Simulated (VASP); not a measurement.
**P: single point with PBE**

P:

```
P
1.0
    -3.31043    0.00000    0.00000
     0.00000    0.00000   -4.55777
     0.00000  -12.03544    0.00000
P
8
Direct
  0.00000 0.08628 0.79147
  0.50000 0.08628 0.32263
  0.00000 0.41372 0.32263
  0.50000 0.41372 0.79147
  0.00000 0.91372 0.61505
  0.50000 0.91372 0.14621
  0.00000 0.58628 0.14621
  0.50000 0.58628 0.61505
```

This cell differs from its parent crystal: the distance across one plane changed.

```
Program                : VASP 6.6.1
Task                   : single point
Functional             : PBE
Potentials or basis    : VASP PAW PBE potentials, release 64 (P)
Cutoff                 : 520 eV
k mesh                 : 10 × 7 × 3
Occupations            : gaussian, width 0.03 eV
Spin                   : no spin polarisation
Dipole correction      : no
Further INCAR settings : ALGO = Normal; EDIFF = 1e-07; NBANDS = 30
```

```json
{"Pressure": "-0.3 GPa", "Largest force": "0.077 eV/Å", "Band gap on the k mesh": "0.28 eV"}
```

Forces in eV/Å, atoms in the order of the input:
```
P    0.000  0.046 -0.062
P    0.000  0.058 -0.036
P    0.000  0.058  0.036
P    0.000  0.046  0.062
P    0.000 -0.058  0.036
P    0.000 -0.046  0.062
P    0.000 -0.046 -0.062
P    0.000 -0.058 -0.036
```

Stress tensor (GPa, compression positive):
```
-0.28  0.00  0.00
 0.00 -0.57  0.00
 0.00  0.00 -0.16
```

Levels at points of the mesh, in eV from the valence-band top:
| k point | band 18 | band 19 | band 20 | band 21 | band 22 | band 23 |
| --- | --- | --- | --- | --- | --- | --- |
| (0.00, 0.00, 0.00) | -1.64 | -0.66 | 0.00 | 0.28 | 0.93 | 1.25 |
| (0.50, 0.00, 0.00) | -2.47 | -2.11 | -2.11 | 0.84 | 0.84 | 1.01 |

Wall time 4.1 min on 1 thread of Intel(R) Xeon(R) Platinum 8488C (Sapphire Rapids) (shared host), peak memory 0.38 GiB.

Caveat: the cell differs from its parent crystal (the distance across one plane changed); semilocal functionals underestimate gaps, and a narrow one can read as zero; this functional lacks dispersion, which binds layers or chains, so the pressure and a relaxed spacing across them are unreliable. A k mesh can miss the band edges.
